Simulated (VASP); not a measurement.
# PbSe (Fm-3m) in VASP: settings compared

Aim: see how the results for PbSe move with the level of theory and the settings. Levels: LDA, PBE, r2SCAN, PBEsol. Tasks: single point, relaxation of cell and atoms.

Everything below comes from runs of VASP 6.6.1. Logs are shortened: lines on timing, memory, paths and dates and some standing lists are left out, and cuts for length are marked.

**1. The cell of the first run**

Symmetry: Fm-3m, No. 225, cubic system. Conventional cell: a = 6.177 Å, b = 6.177 Å, c = 6.177 Å, α = 90.00°, β = 90.00°, γ = 90.00°. Within 4.1 Å of Pb (site symmetry m-3m) lie 6 Se at 3.09 Å. Within 4.1 Å of Se (site symmetry m-3m) lie 6 Pb at 3.09 Å.

**2. Single point, LDA**

The input, INCAR:

```
SYSTEM = PbSe
PREC = Accurate
ENCUT = 520
EDIFF = 1E-7
ISMEAR = 0
SIGMA = 0.01
LREAL = .FALSE.
LASPH = .TRUE.
NELM = 60
ALGO = Normal
ISIF = 2
LWAVE = .FALSE.
LCHARG = .FALSE.
NBANDS = 17
```

The input, KPOINTS:

```
regular mesh
0
G
  8 8 8
  0 0 0
```

The input, POSCAR:

```
PbSe
1.0
    0.0000000000      3.0887022216      3.0887022216
    3.0887022216      0.0000000000      3.0887022216
    3.0887022216      3.0887022216      0.0000000000
Pb Se
1 1
Direct
    0.0000000000      0.0000000000      0.0000000000
    0.5000000000      0.5000000000      0.5000000000
```

Potentials or basis: VASP PAW LDA potentials, release 64 (Pb_d, Se).

Run with:

```sh
$ cat potpaw_LDA.64/Pb_d/POTCAR potpaw_LDA.64/Se/POTCAR > POTCAR
$ mpirun -np 1 vasp_std > vasp.out
```

OUTCAR:

```text
SYSTEM = PbSe
   PREC = Accurate
   ENCUT = 520
   EDIFF = 1E-7
   ISMEAR = 0
   LREAL = .FALSE.
   LASPH = .TRUE.
   NELM = 60
   ISIF = 2

 ion  position               nearest neighbor table
   1  0.000  0.000  0.000-   2 3.09   2 3.09   2 3.09   2 3.09   2 3.09   2 3.09
   2  0.500  0.500  0.500-   1 3.09   1 3.09   1 3.09   1 3.09   1 3.09   1 3.09

  LATTYP: Found a face centered cubic cell.
 ALAT       =     6.1774044432

  Lattice vectors:

 A1 = (   0.0000000000,   3.0887022216,   3.0887022216)
 A2 = (   3.0887022216,   0.0000000000,   3.0887022216)
 A3 = (   3.0887022216,   3.0887022216,   0.0000000000)

Analysis of symmetry for initial positions (statically):
=====================================================================
 Subroutine PRICEL returns:
 Original cell was already a primitive cell.

 Routine SETGRP: Setting up the symmetry group for a
 face centered cubic supercell.

 Subroutine GETGRP returns: Found 48 space group operations
 (whereof 48 operations were pure point group operations)
 out of a pool of 48 trial point group operations.

The static configuration has the point symmetry O_h .

Analysis of symmetry for dynamics (positions and initial velocities):
=====================================================================
 Subroutine PRICEL returns:
 Original cell was already a primitive cell.

 Routine SETGRP: Setting up the symmetry group for a
 face centered cubic supercell.

 Subroutine GETGRP returns: Found 48 space group operations
 (whereof 48 operations were pure point group operations)
 out of a pool of 48 trial point group operations.

The dynamic configuration has the point symmetry O_h .

 Subroutine INISYM returns: Found 48 space group operations
 (whereof 48 operations are pure point group operations),
 and found     1 'primitive' translations

----------------------------------------------------------------------------------------

                                     Primitive cell

  volume of cell :      58.9329

  direct lattice vectors                    reciprocal lattice vectors
     0.000000000  3.088702222  3.088702222    -0.161880286  0.161880286  0.161880286
     3.088702222  0.000000000  3.088702222     0.161880286 -0.161880286  0.161880286
     3.088702222  3.088702222  0.000000000     0.161880286  0.161880286 -0.161880286

  length of vectors
     4.368084572  4.368084572  4.368084572     0.280384881  0.280384881  0.280384881

  position of ions in fractional coordinates (direct lattice)
     0.000000000  0.000000000  0.000000000
     0.500000000  0.500000000  0.500000000
[... 72 lines left out ...]
   LNONCOLLINEAR =      F non collinear calculations
   LSORBIT =      F    spin-orbit coupling
   LASPH  =      T    aspherical Exc in radial PAW
   ENCUT  =  520.0 eV  38.22 Ry    6.18 a.u.   8.12  8.12  8.12*2*pi/ulx,y,z
   NELM   =     60;   NELMIN=  2; NELMDL= -5     # of ELM steps
   EDIFF  = 0.1E-06   stopping-criterion for ELM
   LREAL  =      F    real-space projection
   EDIFFG = 0.1E-05   stopping-criterion for IOM
   NSW    =      0    number of steps for IOM
   IBRION =     -1    ionic relax: 0-MD 1-quasi-New 2-CG
   NFREE  =      0    steps in history (QN), initial steepest desc. (CG)
   ISIF   =      2    stress and relaxation
   ISYM   =      2    0-nonsym 1-usesym 2-fastsym
   POTIM  = 0.5000    time-step for ionic-motion
   TEBEG  =    0.0;   TEEND  =   0.0 temperature during run
   PSTRESS=    0.0 pullay stress
   NELECT =      20.0000    total number of electrons
   NUPDOWN=      -1.0000    fix difference up-down
   EMIN   =  10.00;   EMAX   =-10.00  energy-range for DOS
   EFERMI =   0.00;   METHOD = LEGACY
   ISMEAR =     0;   SIGMA  =   0.01  broadening in eV -4-tet -1-fermi 0-gaus
   EFERMI_NEDOS =   21; number of points for ismear=-14 and -15
   IALGO  =     38    algorithm
   IMIX   =      4    mixing-type and parameters
     AMIX     =   0.40;   BMIX     =  1.00
     AMIX_MAG =   1.60;   BMIX_MAG =  1.00
  volume/ion in A,a.u.               =      29.47       198.85
  Fermi-wavevector in a.u.,A,eV,Ry     =   1.141911  2.157898 17.741452  1.303960
  Thomas-Fermi vector in A             =   2.278610
   LORBIT       =      0    0 simple, 1 ext, 2 COOP (PROOUT), +10 PAW based schemes
   GGA     = CA    functional components
   LHFCALC =     F    Hartree Fock is set to
   AEXX    =    0.0000 exact exchange contribution
   IVDW    =     0    specifies the selected vdW correction
   LEPSILON=     F    determine dielectric tensor
   LRPA    =     F    only Hartree local field effects (RPA)
 non-spin polarized calculation
 Gauss-broadening in eV      SIGMA  =   0.01
  energy-cutoff  :      520.00
  volume of cell :       58.93
 maximum number of plane-waves:      1604
   NGX = 17   NGY = 17   NGZ = 17

 number of electron      19.9999993 magnetization

 Free energy of the ion-electron system (eV)
  ---------------------------------------------------
  ext. energy  EPLUGINS =         0.00000000
  ---------------------------------------------------
  free energy    TOTEN  =        -9.41938988 eV

  energy without entropy =       -9.41938988  energy(sigma->0) =       -9.41938988

 E-fermi :   4.6694     XC(G=0):  -9.7232

 val. band max:        4.5491653159   @ k =   0.5000   0.0000   0.0000
 cond. band min:       4.7965864481   @ k =   0.5000   0.0000   0.0000
 fundamental gap:      0.2474211322
 Fermi energy:         4.6693652370

 k-point     1 :       0.0000    0.0000    0.0000
  band No.  band energies     occupation
      1     -12.1627      2.00000
      2     -12.1627      2.00000
      3     -12.1622      2.00000
      4     -12.1622      2.00000
      5     -12.1622      2.00000
      6      -8.8174      2.00000
[... 457 lines left out ...]
      4     -12.1431      2.00000
      5     -12.1295      2.00000
      6      -7.6311      2.00000
[... 9 lines left out ...]
     16      15.3664      0.00000
     17      15.3739      0.00000

 [... further k-points ...]
[... 5 lines left out ...]
  --------------------------------------------------------------------------------------
  -------------------------------------------------------------------------------------
  Total       -1.2042962     -1.2042962     -1.2042962      0.0000000     -0.0000000      0.0000000
  in kB      -32.7405369    -32.7405369    -32.7405369      0.0000000     -0.0000000      0.0000000
  external PRESSURE =     -32.7405369 kB  Pullay stress =       0.0000000 kB

 VOLUME and BASIS-vectors are now :
 -----------------------------------------------------------------------------
  energy-cutoff  :      520.00
  volume of cell :       58.93
      direct lattice vectors                 reciprocal lattice vectors
     0.000000000  3.088702222  3.088702222    -0.161880286  0.161880286  0.161880286
     3.088702222  0.000000000  3.088702222     0.161880286 -0.161880286  0.161880286
     3.088702222  3.088702222  0.000000000     0.161880286  0.161880286 -0.161880286

 POSITION                                       TOTAL-FORCE (eV/Angst)
 -----------------------------------------------------------------------------------
      0.00000      0.00000      0.00000         0.000000     -0.000000     -0.000000
      3.08870      3.08870      3.08870        -0.000000      0.000000      0.000000
 -----------------------------------------------------------------------------------
    total drift:                                0.000000     -0.000000     -0.000000

  FREE ENERGIE OF THE ION-ELECTRON SYSTEM (eV)
  ---------------------------------------------------
  free  energy   TOTEN  =        -9.4193898769 eV

  energy  without entropy=       -9.4193898769  energy(sigma->0) =       -9.41938988
```

OSZICAR:

```text
N       E                     dE             d eps       ncg     rms          rms(c)
DAV:   1     0.155841305971E+03    0.15584E+03   -0.94678E+03   986   0.118E+03
DAV:   2     0.210006683402E+01   -0.15374E+03   -0.14847E+03  1036   0.303E+02
DAV:   3    -0.942693055038E+01   -0.11527E+02   -0.11407E+02  1322   0.897E+01
DAV:   4    -0.971432911028E+01   -0.28740E+00   -0.28696E+00  1194   0.154E+01
DAV:   5    -0.972361393101E+01   -0.92848E-02   -0.92839E-02  1363   0.277E+00    0.272E+00
DAV:   6    -0.943060661626E+01    0.29301E+00   -0.76572E-01  1478   0.583E+00    0.151E+00
DAV:   7    -0.942141339978E+01    0.91932E-02   -0.94745E-02  1171   0.146E+00    0.821E-01
DAV:   8    -0.941974074760E+01    0.16727E-02   -0.95524E-03  1199   0.963E-01    0.141E-01
DAV:   9    -0.941938590923E+01    0.35484E-03   -0.23353E-03  1449   0.392E-01    0.468E-02
DAV:  10    -0.941939092159E+01   -0.50124E-05   -0.13303E-04  1191   0.643E-02    0.158E-02
DAV:  11    -0.941938997913E+01    0.94247E-06   -0.14296E-05  1314   0.330E-02    0.419E-03
DAV:  12    -0.941938987353E+01    0.10559E-06   -0.75906E-07  1339   0.111E-02    0.444E-04
DAV:  13    -0.941938987688E+01   -0.33444E-08   -0.53744E-08   690   0.195E-03
   1 F= -.94193899E+01 E0= -.94193899E+01  d E =-.789327E-67
```

Wall time 14 s (1 thread of AMD EPYC 9R45 (Zen 5), shared host); peak memory 0.13 GiB.

Results:

- Free energy: -9.4194 eV
- Pressure: -3.3 GPa
- Band gap on the k mesh: 0.25 eV, direct

Caveat: spin-orbit coupling is left out, which moves the levels of the heavy elements. A k mesh can miss the band edges.

**3. Single point, PBE**

This run uses another cell than the first one, of 30.04 Å³/atom, 1.020 times its volume.

The input, INCAR:

```
PREC = Accurate
ENCUT = 520
EDIFF = 1E-7
ISMEAR = -1
SIGMA = 0.02
LREAL = F
LASPH = T
NELM = 60
ALGO = Normal
ISIF = 2
LWAVE = F
LCHARG = F
GGA = PE
NBANDS = 17
```

The input, KPOINTS:

```
Automatic mesh
0
Gamma
  8 8 8
```

The input, POSCAR:

```
PbSe
1.0
    0.0000000000      3.1086758755      3.1086758755
    3.1086758755      0.0000000000      3.1086758755
    3.1086758755      3.1086758755      0.0000000000
Pb Se
1 1
Direct
    0.0000000000      0.0000000000      0.0000000000
    0.5000000000      0.5000000000      0.5000000000
```

Potentials or basis: VASP PAW PBE potentials, release 64 (Pb_d, Se).

Run with:

```sh
$ cat potpaw_PBE.64/Pb_d/POTCAR potpaw_PBE.64/Se/POTCAR > POTCAR
$ mpirun -np 1 vasp_std > vasp.out
```

It took 24 s on 1 thread of AMD EPYC 9R45 (Zen 5), shared host; peak memory 0.18 GiB.

It converged, with:

```yaml
Free_energy: -8.1988 eV
Pressure: 0.0 GPa
Band_gap_on_the_k_mesh: 0.44 eV, direct
```

Levels at points of the mesh, in eV from the valence-band top:
```tsv
k point	band 8	band 9	band 10	band 11	band 12	band 13
(0.00, 0.00, 0.00)	-1.64	-1.64	-1.64	4.64	4.64	4.64
(0.50, 0.00, 0.00)	-1.26	-1.26	0.00	0.44	1.83	1.83
(0.50, 0.50, 0.00)	-4.57	-2.91	-2.91	3.92	5.47	5.47
```

Caveat: spin-orbit coupling is left out, which moves the levels of the heavy elements. A k mesh can miss the band edges.

**4. Single point, r2SCAN**

The input, POSCAR:

```
PbSe
1.0
    0.0000000000      3.0887022216      3.0887022216
    3.0887022216      0.0000000000      3.0887022216
    3.0887022216      3.0887022216      0.0000000000
Pb Se
1 1
Direct
    0.0000000000      0.0000000000      0.0000000000
    0.5000000000      0.5000000000      0.5000000000
```

The input, INCAR.step1:

```
PREC = Accurate
ENCUT = 520
ISMEAR = 0
SIGMA = 0.01
LREAL = F
LASPH = T
NELM = 80
NBANDS = 17
GGA = PE
ALGO = Normal
EDIFF = 1E-4
LWAVE = T
LCHARG = F
```

The input, INCAR.step2:

```
PREC = Accurate
ENCUT = 520
EDIFF = 1E-6
ISMEAR = 0
SIGMA = 0.01
LREAL = F
LASPH = T
NELM = 80
ALGO = Normal
ISIF = 2
LWAVE = F
LCHARG = F
METAGGA = R2SCAN
LMIXTAU = T
NBANDS = 17
ISTART = 1
```

The input, KPOINTS:

```
regular mesh
0
Gamma
  8 8 8
```

Run with:

```sh
$ cat potpaw_PBE.64/Pb_d/POTCAR potpaw_PBE.64/Se/POTCAR > POTCAR
$ cp INCAR.step1 INCAR
$ mpirun -np 1 vasp_std > vasp.out
$ cp INCAR.step2 INCAR
$ mpirun -np 1 vasp_std > vasp.out
```

Wall time 51 s (1 thread of AMD EPYC 9R45 (Zen 5), shared host); peak memory 0.16 GiB.

Results (log left out):

```yaml
Free_energy: -71.9394 eV
Pressure: 0.0 GPa
Band_gap_on_the_k_mesh: 0.67 eV, direct
```

Levels at points of the mesh, in eV from the valence-band top:
```
           k point  band 7  band 8  band 9  band 10  band 11  band 12  band 13  band 14
(0.00, 0.00, 0.00)   -6.38   -1.88   -1.88    -1.88     5.00     5.00     5.00     7.04
(0.50, 0.00, 0.00)   -8.89   -1.48   -1.48     0.00     0.67     2.00     2.00     9.07
(0.50, 0.50, 0.00)   -7.48   -4.90   -3.19    -3.19     4.16     5.91     5.91     6.37
```

Caveat: the PAW data sets were made with another functional, which shifts forces and pressure a little; spin-orbit coupling is left out, which moves the levels of the heavy elements.

**5. Relaxation of cell and atoms, PBEsol**

This run uses another cell than the first one, of 30.04 Å³/atom, 1.020 times its volume.

The input, INCAR:

```
SYSTEM = PbSe
ALGO = Normal
EDIFF = 1E-7
EDIFFG = -0.005
ENCUT = 600
GGA = PS
IBRION = 2
ISIF = 3
ISMEAR = -1
LASPH = .TRUE.
LCHARG = .FALSE.
LREAL = .FALSE.
LWAVE = .FALSE.
NELM = 60
NSW = 80
PREC = Accurate
SIGMA = 0.02
```

The input, KPOINTS:

```
k-points
0
G
  6 6 6
  0 0 0
```

The input, POSCAR:

```
PbSe
1.0
    0.0000000000      3.1086758755      3.1086758755
    3.1086758755      0.0000000000      3.1086758755
    3.1086758755      3.1086758755      0.0000000000
Pb Se
1 1
Direct
    0.0000000000      0.0000000000      0.0000000000
    0.5000000000      0.5000000000      0.5000000000
```

Run with:

```sh
$ cat potpaw_PBE.64/Pb_d/POTCAR potpaw_PBE.64/Se/POTCAR > POTCAR
$ mpirun -np 1 vasp_std > vasp.out
```

It took 26 s on 1 thread of AMD EPYC 9R45 (Zen 5), shared host; peak memory 0.18 GiB.

Results (log left out):

```
Free energy                            : -8.9215 eV
Relaxed volume                         : 28.40 Å³/atom
Relaxed cell                           : a = 4.315 Å, b = 4.315 Å, c = 4.315 Å, α = 60.00°, β = 60.00°, γ = 60.00°
Space group after relaxing (to 0.05 Å) : Fm-3m (No. 225)
Energy gained by relaxing              : 14.3 meV/atom
Ionic steps                            : 3
Pressure after relaxing                : 0.0 GPa
Band gap on the k mesh                 : 0.17 eV, direct
```

The path:
| step | energy change (eV) | largest force (eV/Å) | pressure (GPa) | volume (Å³) |
| --- | --- | --- | --- | --- |
| 1 | 0.0000 | 0.0000 | -2.66 | 60.08 |
| 2 | -0.0259 | 0.0000 | 0.94 | 55.84 |
| 3 | -0.0287 | 0.0000 | 0.01 | 56.80 |

Final structure:
```yaml
crystal:
  lattice:
    - [0.00000, 3.05091, 3.05091]
    - [3.05091, 0.00000, 3.05091]
    - [3.05091, 3.05091, 0.00000]
  atoms:
    - { symbol: Pb, position: [0.00000, 0.00000, 0.00000] }
    - { symbol: Se, position: [0.50000, 0.50000, 0.50000] }
```

Levels at points of the mesh, in eV from the valence-band top:
```
           k point  band 8  band 9  band 10  band 11  band 12  band 13
(0.00, 0.00, 0.00)   -1.92   -1.92    -1.92     4.69     4.69     4.69
(0.50, 0.00, 0.00)   -1.50   -1.50     0.00     0.17     1.62     1.62
(0.50, 0.50, 0.00)   -5.11   -3.31    -3.31     3.53     5.61     5.61
```

Caveat: the PAW data sets were made with another functional, which shifts forces and pressure a little; spin-orbit coupling is left out, which moves the levels of the heavy elements.

**6. Relaxation of cell and atoms, LDA**

This run uses another cell than the first one, of 30.04 Å³/atom, 1.020 times its volume.

The input, INCAR:

```
ALGO = Normal
EDIFF = 1E-6
EDIFFG = -0.005
ENCUT = 600
GGA = CA
IBRION = 2
ISIF = 3
ISMEAR = -1
LASPH = True
LCHARG = False
LREAL = False
LWAVE = False
NELM = 80
NSW = 80
PREC = Accurate
SIGMA = 0.02
```

The input, KPOINTS:

```
k-points
0
Gamma
  6 6 6
```

POSCAR is that of step 5.

Potentials or basis: VASP PAW LDA potentials, release 64 (Pb_d, Se).

Run with:

```sh
$ cat potpaw_LDA.64/Pb_d/POTCAR potpaw_LDA.64/Se/POTCAR > POTCAR
$ mpirun -np 1 vasp_std > vasp.out
```

Run time: 21 s. Hardware: 1 thread of AMD EPYC 9R45 (Zen 5), shared host; peak memory 0.15 GiB.

It converged, with:

* Free energy: -9.4633 eV
* Relaxed volume: 27.54 Å³/atom
* Relaxed cell: a = 4.270 Å, b = 4.270 Å, c = 4.270 Å, α = 60.00°, β = 60.00°, γ = 60.00°
* Space group after relaxing (to 0.05 Å): Fm-3m (No. 225)
* Energy gained by relaxing: 33.6 meV/atom
* Ionic steps: 3
* Pressure after relaxing: 0.0 GPa
* Band gap on the k mesh: 0.03 eV, direct

Step by step:
```csv
step,energy change (eV),largest force (eV/Å),pressure (GPa),volume (Å³)
1,0.0000,0.0000,-4.06,60.08
2,-0.0611,0.0000,1.39,53.70
3,-0.0671,0.0000,0.02,55.07
```

Final structure:
```cif
data_structure
_symmetry_space_group_name_H-M 'P 1'
_symmetry_Int_Tables_number 1
_cell_length_a 4.2705
_cell_length_b 4.2705
_cell_length_c 4.2705
_cell_angle_alpha 60.000
_cell_angle_beta 60.000
_cell_angle_gamma 60.000
_cell_volume 55.07
loop_
_atom_site_label
_atom_site_type_symbol
_atom_site_fract_x
_atom_site_fract_y
_atom_site_fract_z
_atom_site_occupancy
Pb1 Pb 0.00000 0.00000 0.00000 1
Se1 Se 0.50000 0.50000 0.50000 1
```

Levels at points of the mesh, in eV from the valence-band top:
```tsv
k point	band 8	band 9	band 10	band 11	band 12	band 13
(0.00, 0.00, 0.00)	-2.10	-2.10	-2.10	4.66	4.66	4.66
(0.50, 0.00, 0.00)	-1.64	-1.64	0.00	0.03	1.48	1.48
(0.50, 0.50, 0.00)	-5.40	-3.54	-3.54	3.41	5.63	5.63
```

Caveat: spin-orbit coupling is left out, which moves the levels of the heavy elements. A k mesh can miss the band edges.

**7. Summary**

| task | level | potentials or basis | cell | k mesh | cutoff (eV) | smearing | gap on the mesh (eV) | pressure (GPa) | relaxed volume (Å³/atom) |
| --- | --- | --- | --- | --- | --- | --- | --- | --- | --- |
| single point | LDA | VASP PAW LDA potentials, release 64 (Pb_d, Se) | a = 4.368 Å, angles 60.0°, 2 atoms | 8 × 8 × 8 | 520 | gaussian 0.01 eV | 0.25 | -3.3 | - |
| single point | PBE | VASP PAW PBE potentials, release 64 (Pb_d, Se) | a = 4.396 Å, angles 60.0°, 2 atoms | 8 × 8 × 8 | 520 | fermi-dirac 0.02 eV | 0.44 | 0.0 | - |
| single point | r2SCAN | VASP PAW PBE potentials, release 64 (Pb_d, Se) | a = 4.368 Å, angles 60.0°, 2 atoms | 8 × 8 × 8 | 520 | gaussian 0.01 eV | 0.67 | 0.0 | - |
| relaxation of cell and atoms | PBEsol | VASP PAW PBE potentials, release 64 (Pb_d, Se) | relaxed from a = 4.396 Å, angles 60.0°, 2 atoms | 6 × 6 × 6 | 600 | fermi-dirac 0.02 eV | 0.17 | 0.0 | 28.40 |
| relaxation of cell and atoms | LDA | VASP PAW LDA potentials, release 64 (Pb_d, Se) | relaxed from a = 4.396 Å, angles 60.0°, 2 atoms | 6 × 6 × 6 | 600 | fermi-dirac 0.02 eV | 0.03 | 0.0 | 27.54 |

Alike in all rows: no spin polarisation.

Caveats: spin-orbit coupling is left out, which moves the levels of the heavy elements; the PAW data sets were made with another functional, which shifts forces and pressure a little (some runs).

Absolute energies hang on the potentials; compare differences alone.
